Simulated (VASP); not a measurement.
Set up this calculation in VASP 6.6.1, as the native input.

* Task: single point
* Functional: PBEsol
* Potentials or basis: VASP PAW PBE potentials, release 64 (Ni)
* Cutoff: 520 eV
* k mesh: 18 × 18 × 18
* Occupations: fermi-dirac, width 0.05 eV
* Spin: collinear spin, ferromagnetic start
* Starting moments: [1.0] μB
* Dipole correction: no
* Further INCAR settings: ALGO = Normal; EDIFF = 1e-06; NBANDS = 15

The structure of Ni lies in POSCAR:

```
Ni
1.0
    2.1931923202      0.0000000000      0.0000000000
    0.0000000000      2.1931923202      0.0000000000
    0.0000000000      0.0000000000      2.1931923202
Ni
1
Direct
    0.0000000000      0.0000000000      0.0000000000
```

These files were run (other wordings do the same):

INCAR

```
SYSTEM = Ni
PREC = Accurate ; ENCUT = 520
EDIFF = 1E-6 ; ISMEAR = -1
SIGMA = 0.05 ; LREAL = .False.
LASPH = .True. ; NELM = 150
ALGO = Normal ; ISIF = 2
LWAVE = .False. ; LCHARG = .False.
ISPIN = 2 ; MAGMOM = 1
LORBIT = 11 ; LMAXMIX = 4
GGA = PS ; NBANDS = 15
```

KPOINTS

```
Automatic mesh
0
Gamma
  18 18 18
  0 0 0
```

Potentials or basis: VASP PAW PBE potentials, release 64 (Ni).

Command:

```bash
$ cat potpaw_PBE.64/Ni/POTCAR > POTCAR
$ mpirun -np 1 vasp_std > vasp.out
```

Results of the run:

```json
{"Pressure": "28.6 GPa", "Net moment": "0.40 μB per cell", "Site moments": "Ni +0.40 μB", "Valence electrons inside the program's atomic spheres": "Ni 9.56"}
```

Caveat: the PAW data sets were made with another functional, which shifts forces and pressure a little.

It took 31 s on 1 thread of Intel(R) Xeon(R) Platinum 8488C (Sapphire Rapids) (shared host), peak memory 0.16 GiB.
